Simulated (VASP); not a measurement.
# Se (P1) in VASP: further runs

Runs on Se. Level: PBE. Tasks: single point.

Everything below comes from runs of VASP 6.6.1. Logs are shortened: lines on timing, memory, paths and dates and some standing lists are left out, and cuts for length are marked.

## Step 1: The cell of the first run

The typed cell holds 3 atoms: a = 4.367 Å, b = 4.404 Å, c = 4.954 Å, α = 90.41°, β = 91.14°, γ = 120.85°.

## Step 2: Single point, PBE (equal xy, yz and zx shear strains of -2 %)

Contents of INCAR:

```
SYSTEM = Se
PREC = Accurate ; ENCUT = 520
EDIFF = 1E-6 ; ISMEAR = -1
SIGMA = 0.03 ; LREAL = .False.
LASPH = .True. ; NELM = 80
ALGO = Normal ; ISIF = 2
LWAVE = .False. ; LCHARG = .True.
GGA = PE ; LELF = .True.
LVHAR = .True. ; NBANDS = 16
```

Contents of KPOINTS:

```
regular mesh
0
Gamma
  6 6 5
  0 0 0
```

Contents of POSCAR:

```
Se
1.0
    4.3661999489     -0.0436619995     -0.0436619995
   -2.2209123752      3.8030710735     -0.0159814010
   -0.0495360000     -0.0495360000      4.9536000000
Se
3
Direct
    0.2254000000      0.0000000000      0.3333333333
    0.0000000000      0.2254000000      0.6666666667
    0.7746000000      0.7746000000      0.0000000000
```

Potentials or basis: VASP PAW PBE potentials, release 64 (Se).

The run is started by

```
$ cat potpaw_PBE.64/Se/POTCAR > POTCAR
$ mpirun -np 1 vasp_std > vasp.out
```

OUTCAR:

```text
SYSTEM = Se
   PREC = Accurate
   ENCUT = 520
   EDIFF = 1E-6
   ISMEAR = -1
   LREAL = .False.
   LASPH = .True.
   NELM = 80
   ISIF = 2
   GGA = PE

 ion  position               nearest neighbor table
   1  0.225  0.000  0.333-   3 2.33   2 2.39
   2  0.000  0.225  0.667-   1 2.39   3 2.40
   3  0.775  0.775  0.000-   1 2.33   2 2.40

  LATTYP: Found a triclinic cell.
 ALAT       =     4.3288535081
 B/A-ratio  =     1.7320508076
 C/A-ratio  =     2.3417134967
 COS(alpha) =     0.0047532071
 COS(beta)  =     0.4479233061
 COS(gamma) =     0.8609641916

  Lattice vectors:

 A1 = (   2.1452875737,   3.7594090740,  -0.0596434005)
 A2 = (   6.5114875226,   3.7157470745,  -0.1033054000)
 A3 = (  -4.3922887504,   7.6556781470,  -4.9855628020)

Analysis of symmetry for initial positions (statically):
=====================================================================
 Subroutine PRICEL returns:
 Original cell was already a primitive cell.

 Routine SETGRP: Setting up the symmetry group for a
 triclinic supercell.

 Subroutine GETGRP returns: Found  1 space group operations
 (whereof  1 operations were pure point group operations)
 out of a pool of  2 trial point group operations.

The static configuration has the point symmetry C_1 .

Analysis of symmetry for dynamics (positions and initial velocities):
=====================================================================
 Subroutine PRICEL returns:
 Original cell was already a primitive cell.

 Routine SETGRP: Setting up the symmetry group for a
 triclinic supercell.

 Subroutine GETGRP returns: Found  1 space group operations
 (whereof  1 operations were pure point group operations)
 out of a pool of  2 trial point group operations.

The dynamic configuration has the point symmetry C_1 .

 Subroutine INISYM returns: Found  1 space group operations
 (whereof  1 operations are pure point group operations),
 and found     1 'primitive' translations

----------------------------------------------------------------------------------------

                                     Primitive cell

  volume of cell :      81.7575

  direct lattice vectors                    reciprocal lattice vectors
     4.366199949 -0.043661999 -0.043661999     0.230414336  0.134572394  0.003649867
    -2.220912375  3.803071073 -0.015981401     0.002671888  0.264516942  0.002671888
    -0.049536000 -0.049536000  4.953600000     0.002039537  0.002039537  0.201914176

  length of vectors
     4.366636547  4.404095455  4.954095335     0.266859170  0.264543929  0.201934776

  position of ions in fractional coordinates (direct lattice)
     0.225400000  0.000000000  0.333333333
     1.000000000  0.225400000  0.666666667
     0.774600000  0.774600000  0.000000000

  ion indices of the primitive-cell ions
   primitive index   ion index
                 1           1
                 2           2
                 3           3

----------------------------------------------------------------------------------------

 KPOINTS: regular mesh

Automatic generation of k-mesh.
 Grid dimensions read from file:
 generate k-points for:    6    6    5

 Generating k-lattice:

  Cartesian coordinates                     Fractional coordinates (reciprocal lattice)
     0.038402389  0.022428732  0.000608311     0.166666667  0.000000000  0.000000000
     0.000445315  0.044086157  0.000445315    -0.000000000  0.166666667  0.000000000
     0.000407907  0.000407907  0.040382835     0.000000000  0.000000000  0.200000000

  Length of vectors
     0.044476528  0.044090655  0.040386955

  Shift w.r.t. Gamma in fractional coordinates (k-lattice)
     0.000000000  0.000000000  0.000000000

 Subroutine IBZKPT returns following result:
 ===========================================

 Found     92 irreducible k-points:

 Following reciprocal coordinates:
            Coordinates               Weight
  0.000000  0.000000  0.000000      1.000000
  0.166667 -0.000000  0.000000      2.000000
  0.333333 -0.000000  0.000000      2.000000
  0.500000 -0.000000 -0.000000      1.000000
 -0.000000  0.166667 -0.000000      2.000000
  0.166667  0.166667  0.000000      2.000000
[... 16 lines left out ...]
  0.333333 -0.000000  0.200000      2.000000
  0.500000  0.000000  0.200000      2.000000
 [... further k-points ...]
   k-points           NKPTS =     92   k-points in BZ     NKDIM =     92   number of bands    NBANDS=     16
   number of dos      NEDOS =    301   number of ions     NIONS =      3
   total plane-waves  NPLWV =  46080
   dimension x,y,z NGX =    32 NGY =   36 NGZ =   40
   dimension x,y,z NGXF=    64 NGYF=   72 NGZF=   80
   ions per type =               3
   NGX,Y,Z   is equivalent  to a cutoff of  12.18, 13.59, 13.42 a.u.
   NGXF,Y,Z  is equivalent  to a cutoff of  24.37, 27.18, 26.85 a.u.
 SYSTEM =  Se
   PREC   = accura    normal or accurate (medium, high low for compatibility)
   ISTART =      0    job   : 0-new  1-cont  2-samecut
   ICHARG =      2    charge: 1-file 2-atom 10-const
   ISPIN  =      1    spin polarized calculation?
   LNONCOLLINEAR =      F non collinear calculations
   LSORBIT =      F    spin-orbit coupling
   LASPH  =      T    aspherical Exc in radial PAW
   ENCUT  =  520.0 eV  38.22 Ry    6.18 a.u.   8.12  8.19  9.21*2*pi/ulx,y,z
   NELM   =     80;   NELMIN=  2; NELMDL= -5     # of ELM steps
   EDIFF  = 0.1E-05   stopping-criterion for ELM
   LREAL  =      F    real-space projection
   EDIFFG = 0.1E-04   stopping-criterion for IOM
   NSW    =      0    number of steps for IOM
   IBRION =     -1    ionic relax: 0-MD 1-quasi-New 2-CG
   NFREE  =      0    steps in history (QN), initial steepest desc. (CG)
   ISIF   =      2    stress and relaxation
   ISYM   =      2    0-nonsym 1-usesym 2-fastsym
   POTIM  = 0.5000    time-step for ionic-motion
   TEBEG  =    0.0;   TEEND  =   0.0 temperature during run
   PSTRESS=    0.0 pullay stress
   NELECT =      18.0000    total number of electrons
   NUPDOWN=      -1.0000    fix difference up-down
   EMIN   =  10.00;   EMAX   =-10.00  energy-range for DOS
   EFERMI =   0.00;   METHOD = LEGACY
   ISMEAR =    -1;   SIGMA  =   0.03  broadening in eV -4-tet -1-fermi 0-gaus
   EFERMI_NEDOS =   21; number of points for ismear=-14 and -15
   IALGO  =     38    algorithm
   IMIX   =      4    mixing-type and parameters
     AMIX     =   0.40;   BMIX     =  1.00
     AMIX_MAG =   1.60;   BMIX_MAG =  1.00
  volume/ion in A,a.u.               =      27.25       183.91
  Fermi-wavevector in a.u.,A,eV,Ry     =   0.988530  1.868051 13.295494  0.977191
  Thomas-Fermi vector in A             =   2.120063
   LORBIT       =      0    0 simple, 1 ext, 2 COOP (PROOUT), +10 PAW based schemes
   GGA     = PE    functional components
   LHFCALC =     F    Hartree Fock is set to
   AEXX    =    0.0000 exact exchange contribution
   IVDW    =     0    specifies the selected vdW correction
   LEPSILON=     F    determine dielectric tensor
   LRPA    =     F    only Hartree local field effects (RPA)
 non-spin polarized calculation
  energy-cutoff  :      520.00
  volume of cell :       81.76
 maximum number of plane-waves:      2218
   NGX = 17   NGY = 17   NGZ = 19

 number of electron      18.0000000 magnetization

 Free energy of the ion-electron system (eV)
  ---------------------------------------------------
  ext. energy  EPLUGINS =         0.00000000
  ---------------------------------------------------
  free energy    TOTEN  =       -10.45202071 eV

  energy without entropy =      -10.45202071  energy(sigma->0) =      -10.45202071

 E-fermi :   3.2205     XC(G=0):  -8.8427

 val. band max:        2.6299559066   @ k =   0.5000   0.1667   0.4000
 cond. band min:       3.8076547284   @ k =  -0.0000  -0.0000   0.4000
 fundamental gap:      1.1776988218
 Fermi energy:         3.2204861273

 k-point     1 :       0.0000    0.0000    0.0000
  band No.  band energies     occupation
      1     -13.1819      2.00000
      2      -9.1364      2.00000
      3      -8.9582      2.00000
      4      -1.1961      2.00000
      5      -1.1467      2.00000
      6      -1.0507      2.00000
[... 8 lines left out ...]
     15       9.2534      0.00000
     16      11.0516      0.00000

 k-point     2 :       0.1667   -0.0000    0.0000
  band No.  band energies     occupation
      1     -13.0725      2.00000
      2      -9.1516      2.00000
      3      -9.0342      2.00000
      4      -1.8738      2.00000
      5      -1.4999      2.00000
      6      -0.8987      2.00000
[... 8 lines left out ...]
     15      10.0934      0.00000
     16      11.0308      0.00000

 k-point     3 :       0.3333   -0.0000    0.0000
  band No.  band energies     occupation
      1     -12.8244      2.00000
      2      -9.2932      2.00000
      3      -9.1341      2.00000
      4      -2.3881      2.00000
      5      -1.9114      2.00000
      6      -0.9521      2.00000
[... 8 lines left out ...]
     15      11.2442      0.00000
     16      12.0528      0.00000

 k-point     4 :       0.5000   -0.0000   -0.0000
  band No.  band energies     occupation
      1     -12.6802      2.00000
      2      -9.4394      2.00000
      3      -9.1434      2.00000
      4      -2.4870      2.00000
      5      -2.0802      2.00000
      6      -0.8081      2.00000
[... 8 lines left out ...]
     15      12.2563      0.00000
     16      12.4586      0.00000

 k-point     5 :      -0.0000    0.1667   -0.0000
  band No.  band energies     occupation
      1     -13.0778      2.00000
      2      -9.2178      2.00000
      3      -8.9610      2.00000
      4      -1.8303      2.00000
      5      -1.4686      2.00000
      6      -0.8989      2.00000
[... 8 lines left out ...]
     15       9.9696      0.00000
     16      11.1064      0.00000

 k-point     6 :       0.1667    0.1667    0.0000
  band No.  band energies     occupation
      1     -12.8954      2.00000
      2      -9.3034      2.00000
      3      -9.0453      2.00000
      4      -2.2120      2.00000
      5      -1.9657      2.00000
      6      -0.7745      2.00000
[... 8 lines left out ...]
     15      10.6669      0.00000
     16      11.5286      0.00000

 k-point     7 :       0.3333    0.1667    0.0000
  band No.  band energies     occupation
      1     -12.6894      2.00000
      2      -9.3728      2.00000
      3      -9.2025      2.00000
      4      -2.4073      2.00000
      5      -2.1756      2.00000
      6      -0.6771      2.00000
[... 8 lines left out ...]
     15      11.6909      0.00000
     16      12.1818      0.00000

 k-point     8 :       0.5000    0.1667    0.0000
  band No.  band energies     occupation
      1     -12.6929      2.00000
      2      -9.3653      2.00000
      3      -9.2102      2.00000
      4      -2.4061      2.00000
      5      -2.1778      2.00000
      6      -0.6746      2.00000
[... 8 lines left out ...]
     15      11.6819      0.00000
     16      12.0887      0.00000

 k-point     9 :      -0.3333    0.1667    0.0000
  band No.  band energies     occupation
      1     -12.9014      2.00000
      2      -9.3016      2.00000
      3      -9.0492      2.00000
      4      -2.2233      2.00000
      5      -1.9595      2.00000
      6      -0.7507      2.00000
[... 8 lines left out ...]
     15      10.6551      0.00000
     16      11.5325      0.00000
[... 172 lines left out ...]
 k-point    19 :       0.3333    0.5000   -0.0000
  band No.  band energies     occupation
      1     -12.7191      2.00000
      2      -9.5164      2.00000
      3      -9.0259      2.00000
      4      -2.4001      2.00000
      5      -2.1042      2.00000
      6      -0.6003      2.00000
[... 8 lines left out ...]
     15      11.6659      0.00000
     16      12.2846      0.00000

 k-point    20 :       0.5000    0.5000   -0.0000
  band No.  band energies     occupation
      1     -12.7185      2.00000
      2      -9.6051      2.00000
      3      -8.9288      2.00000
      4      -2.4913      2.00000
      5      -1.9925      2.00000
      6      -0.7313      2.00000
[... 8 lines left out ...]
     15      12.2776      0.00000
     16      12.4714      0.00000

 k-point    21 :      -0.0000   -0.0000    0.2000
  band No.  band energies     occupation
      1     -12.9934      2.00000
      2     -10.3640      2.00000
      3      -7.7812      2.00000
      4      -1.6368      2.00000
      5      -0.9848      2.00000
      6      -0.8681      2.00000
[... 8 lines left out ...]
     15       9.7972      0.00000
     16      10.0219      0.00000

 k-point    22 :       0.1667   -0.0000    0.2000
  band No.  band energies     occupation
      1     -12.8772      2.00000
      2     -10.3702      2.00000
      3      -7.9081      2.00000
      4      -1.9683      2.00000
      5      -1.4669      2.00000
      6      -0.7953      2.00000
[... 8 lines left out ...]
     15       9.9713      0.00000
     16      10.2693      0.00000

 k-point    23 :       0.3333   -0.0000    0.2000
  band No.  band energies     occupation
      1     -12.6356      2.00000
      2     -10.3161      2.00000
      3      -8.2727      2.00000
      4      -2.3331      2.00000
      5      -2.0413      2.00000
      6      -0.7370      2.00000
[... 8 lines left out ...]
     15      10.7265      0.00000
     16      11.2478      0.00000

 k-point    24 :       0.5000    0.0000    0.2000
  band No.  band energies     occupation
      1     -12.5073      2.00000
      2     -10.2693      2.00000
      3      -8.4643      2.00000
      4      -2.5584      2.00000
      5      -2.3596      2.00000
      6      -0.9728      2.00000
[... 8 lines left out ...]
     15      12.1569      0.00000
     16      12.3383      0.00000

 [... further k-points ...]
[... 5 lines left out ...]
  --------------------------------------------------------------------------------------
  -------------------------------------------------------------------------------------
  Total        1.4775266      0.9873898      2.1955416      0.4047302      0.5407553      0.8040887
  in kB       28.9546465     19.3495814     43.0253705      7.9313765     10.5970197     15.7574845
  external PRESSURE =      30.4431995 kB  Pullay stress =       0.0000000 kB

 VOLUME and BASIS-vectors are now :
 -----------------------------------------------------------------------------
  energy-cutoff  :      520.00
  volume of cell :       81.76
      direct lattice vectors                 reciprocal lattice vectors
     4.366199949 -0.043661999 -0.043661999     0.230414336  0.134572394  0.003649867
    -2.220912375  3.803071073 -0.015981401     0.002671888  0.264516942  0.002671888
    -0.049536000 -0.049536000  4.953600000     0.002039537  0.002039537  0.201914176

 POSITION                                       TOTAL-FORCE (eV/Angst)
 -----------------------------------------------------------------------------------
      0.96763     -0.02635      1.64136         0.550154      0.175930      0.362635
     -0.53362      0.82419      3.29880        -0.123521      0.213034      0.037193
      1.66174      2.91204     -0.04620        -0.426633     -0.388963     -0.399828
 -----------------------------------------------------------------------------------
    total drift:                               -0.000018     -0.000054     -0.000007

  FREE ENERGIE OF THE ION-ELECTRON SYSTEM (eV)
  ---------------------------------------------------
  free  energy   TOTEN  =       -10.4520207052 eV

  energy  without entropy=      -10.4520207051  energy(sigma->0) =      -10.45202071
```

Wall time 86 s (1 thread of AMD EPYC 7R13 (Zen 3), shared host); peak memory 0.22 GiB.

Results:

| Item | Value |
| --- | --- |
| Free energy | -10.4520 eV |
| Pressure | 3.0 GPa |
| Largest force | 0.702 eV/Å |
| Band gap on the k mesh | 1.18 eV, indirect (least direct gap 1.47 eV) |

Forces on the atoms (eV/Å):
```
Se   0.550  0.176  0.363
Se  -0.124  0.213  0.037
Se  -0.427 -0.389 -0.400
```

Caveat: the cell differs from its parent crystal (equal xy, yz and zx shear strains of -2 %). A k mesh can miss the band edges.

## Step 3: Single point, PBE (equal xy, yz and zx shear strains of +3 %)

Contents of INCAR:

```
SYSTEM = Se
ALGO = Normal ; EDIFF = 1E-6
ENCUT = 520 ; GGA = PE
ISIF = 2 ; ISMEAR = -1
LASPH = .TRUE. ; LCHARG = .TRUE.
LELF = .TRUE. ; LREAL = .FALSE.
LVHAR = .TRUE. ; LWAVE = .FALSE.
NBANDS = 16 ; NELM = 60
PREC = Accurate ; SIGMA = 0.03
```

Contents of KPOINTS:

```
k-points
0
G
  6 6 5
  0 0 0
```

Contents of POSCAR:

```
Se
1.0
    4.3661999489      0.0654929992      0.0654929992
   -2.1263813734      3.7484935742      0.0239721015
    0.0743040000      0.0743040000      4.9536000000
Se
3
Direct
    0.2254000000      0.0000000000      0.3333333333
    0.0000000000      0.2254000000      0.6666666667
    0.7746000000      0.7746000000      0.0000000000
```

Potentials or basis: VASP PAW PBE potentials, release 64 (Se).

The run is started by

```
$ cat potpaw_PBE.64/Se/POTCAR > POTCAR
$ mpirun -np 1 vasp_std > vasp.out
```

Wall time 3.3 min (1 thread of AMD EPYC 7R13 (Zen 3), shared host); peak memory 0.21 GiB.

The run converged. Its results:

```
Free energy            : -10.4335 eV
Pressure               : 3.2 GPa
Largest force          : 0.743 eV/Å
Band gap on the k mesh : 1.04 eV, indirect (least direct gap 1.36 eV)
```

Forces on the atoms (eV/Å):
```
Se   0.330 -0.231 -0.473
Se  -0.367  0.642 -0.071
Se   0.037 -0.411  0.543
```

Stress tensor (GPa, compression positive):
```
 1.88 -1.04 -2.03
-1.04  3.18 -1.46
-2.03 -1.46  4.50
```

Levels at points of the mesh, in eV from the valence-band top:
| k point | band 6 | band 7 | band 8 | band 9 | band 10 | band 11 | band 12 | band 13 |
| --- | --- | --- | --- | --- | --- | --- | --- | --- |
| (0.00, 0.00, 0.00) | -3.63 | -2.03 | -1.96 | -0.37 | 1.67 | 2.16 | 2.35 | 6.09 |
| (0.50, 0.00, 0.00) | -3.34 | -2.96 | -1.73 | -0.90 | 2.12 | 2.48 | 3.85 | 5.43 |
| (0.00, 0.50, 0.00) | -3.38 | -2.76 | -1.73 | -0.90 | 1.87 | 2.48 | 4.36 | 5.31 |
| (0.50, 0.50, 0.00) | -3.43 | -2.79 | -1.76 | -0.95 | 1.79 | 2.48 | 4.35 | 5.30 |

Caveat: the cell differs from its parent crystal (equal xy, yz and zx shear strains of +3 %). A k mesh can miss the band edges.

## Step 4: Single point, PBE (equal xy, yz and zx shear strains of -3 %)

Contents of INCAR:

```
ALGO = Normal ; EDIFF = 1E-7
ENCUT = 520 ; GGA = PE
ISIF = 2 ; ISMEAR = -1
LASPH = T ; LCHARG = F
LREAL = F ; LWAVE = F
NBANDS = 16 ; NELM = 60
PREC = Accurate ; SIGMA = 0.03
```

Contents of KPOINTS:

```
k-points
0
Gamma
  6 6 5
```

Contents of POSCAR:

```
Se
1.0
    4.3661999489     -0.0654929992     -0.0654929992
   -2.2398185756      3.8139865734     -0.0239721015
   -0.0743040000     -0.0743040000      4.9536000000
Se
3
Direct
    0.2254000000      0.0000000000      0.3333333333
    0.0000000000      0.2254000000      0.6666666667
    0.7746000000      0.7746000000      0.0000000000
```

The run is started by

```
$ cat potpaw_PBE.64/Se/POTCAR > POTCAR
$ mpirun -np 1 vasp_std > vasp.out
```

It took 48 s on 1 thread of Intel Xeon Platinum 8488C (Sapphire Rapids), shared host; peak memory 0.25 GiB.

Results (log left out):

| Item | Value |
| --- | --- |
| Free energy | -10.4290 eV |
| Pressure | 3.2 GPa |
| Largest force | 0.917 eV/Å |
| Band gap on the k mesh | 1.09 eV, indirect (least direct gap 1.43 eV) |

Forces on the atoms (eV/Å):
```
Se   0.625  0.271  0.562
Se  -0.080  0.136  0.052
Se  -0.545 -0.407 -0.614
```

Stress tensor (GPa, compression positive):
```
3.29 1.22 2.44
1.22 1.81 1.62
2.44 1.62 4.53
```

Levels at points of the mesh, in eV from the valence-band top:
| k point | band 7 | band 8 | band 9 | band 10 | band 11 | band 12 |
| --- | --- | --- | --- | --- | --- | --- |
| (0.00, 0.00, 0.00) | -2.07 | -2.01 | -0.41 | 1.70 | 1.90 | 2.45 |
| (0.50, 0.00, 0.00) | -2.75 | -1.75 | -1.03 | 1.83 | 2.27 | 4.49 |
| (0.00, 0.50, 0.00) | -2.97 | -1.80 | -0.96 | 1.88 | 2.50 | 3.97 |
| (0.50, 0.50, 0.00) | -2.94 | -1.79 | -0.89 | 1.90 | 2.57 | 3.97 |

Caveat: the cell differs from its parent crystal (equal xy, yz and zx shear strains of -3 %).

## Step 5: Overview

| cell | gap on the mesh (eV) | pressure (GPa) | largest force (eV/Å) |
| --- | --- | --- | --- |
| a = 4.367, b = 4.404, c = 4.954 Å, angles 90.4, 91.1, 120.9°, 3 atoms | 1.18 | 3.0 | 0.70 |
| a = 4.367, b = 4.310, c = 4.955 Å, angles 89.4, 88.3, 118.7°, 3 atoms | 1.04 | 3.2 | 0.74 |
| a = 4.367, b = 4.423, c = 4.955 Å, angles 90.6, 91.7, 121.3°, 3 atoms | 1.09 | 3.2 | 0.92 |

Alike in all rows: task single point; level PBE; potentials or basis VASP PAW PBE potentials, release 64 (Se); no spin polarisation; k mesh 6 × 6 × 5; cutoff (eV) 520; smearing fermi-dirac 0.03 eV.

Total energies depend on the potentials used, so only differences within one code and one set of settings carry meaning.
